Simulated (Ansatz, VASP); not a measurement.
# Two plane-wave programs on Cu

```
Cu
1.0
    -1.44279    1.44279    1.37608
     1.44279   -1.44279    1.37608
     1.44279    1.44279   -1.37608
Cu
1
Direct
  0.00000 0.00000 0.00000
```

Alike in both runs: task single point; functional PBE; k mesh 16 × 16 × 16; occupations gaussian, width 0.1 eV; no spin polarisation.

|  | VASP | Ansatz |
| --- | --- | --- |
| version | VASP 6.6.1 | Ansatz 0.2.0 |
| potentials or method | VASP PAW PBE potentials, release 64 (Cu), cutoff 520 eV | scalar-relativistic, plane waves, PAW |
| valence electrons in the cell | 11 | 19 |

VASP gave:

- gap on the k mesh at the Fermi level (eV): none
- pressure (GPa): 7.8
- traceless stress, the component that is largest in VASP (GPa): 0.05

Which values does Ansatz return?

gap on the k mesh at the Fermi level (eV): none; pressure (GPa): 7.3; traceless stress, the component that is largest in VASP (GPa): 0.03.

A gap of «none» marks a metal or a gap that the smearing closes. The functional is the same, so the differences come from potentials, cutoffs and numerics. VASP's potentials hold 11 valence electrons a cell and Ansatz's 19, so a difference there can come from the potentials and not from the codes.
